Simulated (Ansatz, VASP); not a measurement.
BaTe: VASP beside Ansatz

INCAR

```
SYSTEM = BaTe
PREC = Accurate
ENCUT = 520
EDIFF = 1E-7
ISMEAR = -1
SIGMA = 0.02
LREAL = .FALSE.
LASPH = .TRUE.
NELM = 80
ALGO = Normal
ISIF = 2
LWAVE = .FALSE.
LCHARG = .FALSE.
GGA = PE
NBANDS = 15
```

KPOINTS

```
regular mesh
0
G
  6 6 6
  0 0 0
```

POSCAR

```
BaTe
1.0
    0.0268772228      3.9410358890      3.9410358890
    3.9410358890      0.0268772228      3.9410358890
    3.9410358890      3.9410358890      0.0268772228
Ba Te
1 1
Direct
    0.0006499777      0.0006499777      0.0006499777
    0.2493500223      0.2493500223      0.2493500223
```

Input for Ansatz:

```yaml
crystal:
  lattice:
    - [0.0268772228, 3.941035889, 3.941035889]
    - [3.941035889, 0.0268772228, 3.941035889]
    - [3.941035889, 3.941035889, 0.0268772228]
  atoms:
    - { symbol: Ba, position: [0.0006499777, 0.0006499777, 0.0006499777] }
    - { symbol: Te, position: [0.2493500223, 0.2493500223, 0.2493500223] }
kpoints:
  mp_grid: { grid: [6, 6, 6] }
  band_path:
    path:
      - [0.0, 0.0, 0.0]
      - [-0.5, -0.5, 0.0]
      - [-0.375, -0.375, 0.25]
      - [-0.375, 0.0, 0.375]
      - [0.0, 0.0, 0.5]
      - [-0.5, -0.25, 0.25]
    npoints: 1
hamiltonian:
  xc: pbe
scf:
  occupations: { method: fermi_dirac, width: 0.02 }
  n_extra_bands: 4
output:
  forces: true
  stress: true
  eigenvalues: true
```

Change from the starting cell: shear_111 strain +1.0%.

Alike in both runs: task single point; functional PBE; k mesh 6 × 6 × 6; occupations fermi-dirac, width 0.02 eV; no spin polarisation.

|  | VASP | Ansatz |
| --- | --- | --- |
| version | VASP 6.6.1 | Ansatz 0.2.0 |
| potentials or method | VASP PAW PBE potentials, release 64 (Ba_sv, Te) | plane waves, PAW |
| plane-wave cutoff (eV) | 520 | 420 |
| valence electrons in the cell | 16 | 26 |

VASP gave:

| Item | Value |
| --- | --- |
| gap on the k mesh at the Fermi level (eV) | 2.56 |
| pressure (GPa) | 0.0 |

Estimate Ansatz's values.

gap on the k mesh at the Fermi level (eV): 2.55; pressure (GPa): -0.2.

VASP's potentials hold 16 valence electrons a cell and Ansatz's 26, so a difference there can come from the potentials and not from the codes.

Spin-orbit coupling is off throughout.
